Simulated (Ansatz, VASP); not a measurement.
One calculation of CuO, two programs

Contents of INCAR:

```
SYSTEM = CuO
PREC     = Accurate       ! precision mode
ENCUT    = 520            ! plane-wave cutoff, eV
EDIFF    = 1E-6           ! SCF threshold, eV
ISMEAR   = -1             ! smearing method
SIGMA    = 0.08           ! smearing width, eV
LREAL    = .FALSE.        ! projectors in reciprocal space
LASPH    = .TRUE.         ! aspherical terms in the spheres
NELM     = 150            ! most SCF steps
ALGO     = Normal         ! electronic algorithm
ISIF     = 2              ! what is computed and relaxed
LWAVE    = .FALSE.        ! write WAVECAR
LCHARG   = .FALSE.        ! write CHGCAR
LNONCOLLINEAR= .TRUE.         ! non-collinear magnetism
MAGMOM   = 0 0 0 0 0 0    ! initial moments
LORBIT   = 11             ! projections on sites
LSORBIT  = .TRUE.         ! spin-orbit coupling
GGA_COMPAT= .FALSE.      
LORBMOM  = .TRUE.       
LMAXMIX  = 4              ! l up to which the mixer works
GGA      = PE             ! functional
NBANDS   = 29             ! bands
```

The input KPOINTS:

```
Automatic mesh
0
G
  12 12 12
  0 0 0
```

Contents of POSCAR:

```
CuO
1.0
    2.6368332336      0.0000000000      0.0000000000
    0.0000000000      2.6368332336      0.0000000000
    0.0000000000      0.0000000000      2.6368332336
Cu O
1 1
Direct
    0.0000000000      0.0000000000      0.0000000000
    0.5000000000      0.5000000000      0.5000000000
```

Input for Ansatz:

```yaml
crystal:
  lattice:
    - [2.6368332336, 0.0, 0.0]
    - [0.0, 2.6368332336, 0.0]
    - [0.0, 0.0, 2.6368332336]
  atoms:
    - { symbol: Cu, position: [0.0, 0.0, 0.0] }
    - { symbol: O, position: [0.5, 0.5, 0.5] }
kpoints:
  mp_grid: { grid: [12, 12, 12] }
  band_path:
    path:
      - [0.0, 0.0, 0.0]
      - [0.0, 0.5, 0.0]
      - [0.5, 0.5, 0.0]
      - [0.0, 0.0, 0.0]
      - [0.5, 0.5, 0.5]
      - [0.0, 0.5, 0.0]
      - [0.5, 0.5, 0.5]
      - [0.5, 0.5, 0.0]
    npoints: 5
scf:
  occupations: { method: fermi_dirac, width: 0.08 }
hamiltonian:
  xc: pbe
  pseudopotentials: { kind: all_electron, lapw: { basis_error: 0.00025 } }
output:
  forces: true
  stress: true
  eigenvalues: true
magnetization:
  noncollinear: true
  spin_orbit: true
```

Alike in both runs: task single point; functional PBE; k mesh 12 × 12 × 12; occupations fermi-dirac, width 0.08 eV; non-collinear spin, spin-orbit coupling.

|  | VASP | Ansatz |
| --- | --- | --- |
| version | VASP 6.6.1 | Ansatz 0.2.0 |
| potentials or method | VASP PAW PBE potentials, release 64 (Cu, O), cutoff 520 eV | all-electron LAPW |

Ansatz gave:

```
pressure (GPa)           : 0.0
net moment per atom (μB) : 0.00
```

Q: What did VASP give for the same quantities?

A: Pressure (GPa): 0.2; net moment per atom (μB): 0.00.

Ansatz ran all-electron here, and VASP with PAW potentials.
